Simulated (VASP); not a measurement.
Runs of VASP 6.6.1 on Sr. The structure is that of space group Pm-3m (No. 221), or close to it. The cells are those of the table. This isn't the form of Sr at room conditions, which is fcc.

```csv
cell,gap on the mesh (eV),pressure (GPa)
"a = 3.645 Å, 1 atom",none,0.0
"a = 3.236 Å, 1 atom",none,(a)
"a = 2.893 Å, 1 atom",none,24.1
"a = 3.519 Å, 1 atom",none,1.2
"a = 2.685 Å, 1 atom",none,(b)
"a = 3.074 Å, 1 atom",none,12.4
```

Alike in all rows: task single point; level LDA; potentials or basis VASP PAW LDA potentials, release 64 (Sr_sv); no spin polarisation; k mesh 10 × 10 × 10; cutoff (eV) 520; smearing fermi-dirac 0.05 eV.

Task: Estimate the missing entries.

Result: (a) 6.4; (b) 48.0.

Caveats: the cell stands under pressure (at least some runs).

A k mesh can miss the band edges, and the runs leave out spin-orbit coupling on Sr.

A gap of «none» marks levels without a gap at the run's occupations.
